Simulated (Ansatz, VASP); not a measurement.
# CoO in VASP and in Ansatz

```
Co O
1.0
     0.00000    2.13150    2.13150
     2.13150    0.00000    2.13150
     2.13150    2.13150    0.00000
Co O
1 1
Direct
  0.99261 0.00830 0.01507
  0.49712 0.51716 0.49531
```

Change from the starting cell: atoms moved at random, drawn with an rms of 0.05 Å.

Alike in both runs: task single point; functional PBEsol; k mesh 11 × 11 × 11; occupations fermi-dirac, width 0.05 eV; collinear spin, ferromagnetic start.

```csv
,VASP,Ansatz
version,VASP 6.6.1,Ansatz 0.2.0
potentials or method,"VASP PAW PBE potentials, release 64 (Co, O)",Ansatz PAW
plane-wave cutoff (eV),520,420
valence electrons in the cell,15,23
```

VASP gave:

```
gap on the k mesh at the Fermi level (eV)                     : none
pressure (GPa)                                                : -11.2
traceless stress, the component that is largest in VASP (GPa) : -0.09
net moment per atom (μB)                                      : 1.47
size of the moment on the site where the two differ most (μB) : 2.57
```

**Question.** Which values does Ansatz return?

**Answer.** gap on the k mesh at the Fermi level (eV): none; pressure (GPa): -10.6; traceless stress, the component that is largest in VASP (GPa): -0.08; net moment per atom (μB): 1.48; size of the moment on the site where the two differ most (μB): 2.49.

VASP's potentials were made for PBE, not for PBEsol. Site moments also hang on the region over which each program counts them. A gap of «none» marks a metal or a gap that the smearing closes. VASP's potentials hold 15 valence electrons a cell and Ansatz's 23, so a difference there can come from the potentials and not from the codes.
